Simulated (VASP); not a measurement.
InGaPb3, 5 atoms in the cell. The structure is cubic, space group Pm-3m (No. 221). The conventional cell has a = 5.850 Å, b = 5.850 Å, c = 5.850 Å, α = 90.00°, β = 90.00°, γ = 90.00°. In (site symmetry m-3m) has 6 Pb at 2.92 Å within 3.9 Å. Ga (site symmetry m-3m) has 12 Pb at 4.14 Å and 8 In at 5.07 Å within 5.4 Å. Pb (site symmetry 4/mmm) has 2 In at 2.92 Å within 3.9 Å. The cell was generated, and may not be a known phase.

```yaml
Program: VASP 6.6.1
Task: relaxation of cell and atoms
Functional: PBE
Potentials_or_basis: VASP PAW PBE potentials, release 64 (In_d, Ga_d, Pb_d)
Cutoff: 600 eV
k_mesh: 6 × 6 × 6
Occupations: gaussian, width 0.1 eV
Spin: no spin polarisation
Dipole_correction: no
Further_INCAR_settings: ALGO = Fast; EDIFF = 1e-06; IBRION = 2; EDIFFG = -0.01; NSW = 100; ISIF = 3
```

Potentials or basis: VASP PAW PBE potentials, release 64 (In_d, Ga_d, Pb_d).

The run is started by

```bash
$ cat potpaw_PBE.64/In_d/POTCAR potpaw_PBE.64/Ga_d/POTCAR potpaw_PBE.64/Pb_d/POTCAR > POTCAR
$ mpirun -np 1 vasp_std > vasp.out
```

Hardware: 1 thread of AMD EPYC 7R43 64-Core Processor (Zen 3), with other jobs on the host.

How long does it take, and how much memory?

It took 13 min on 1 thread of AMD EPYC 7R43 64-Core Processor (Zen 3), on a shared host, peak memory 0.44 GiB. Counts: scf iterations 42, k points 20, ion steps 3.
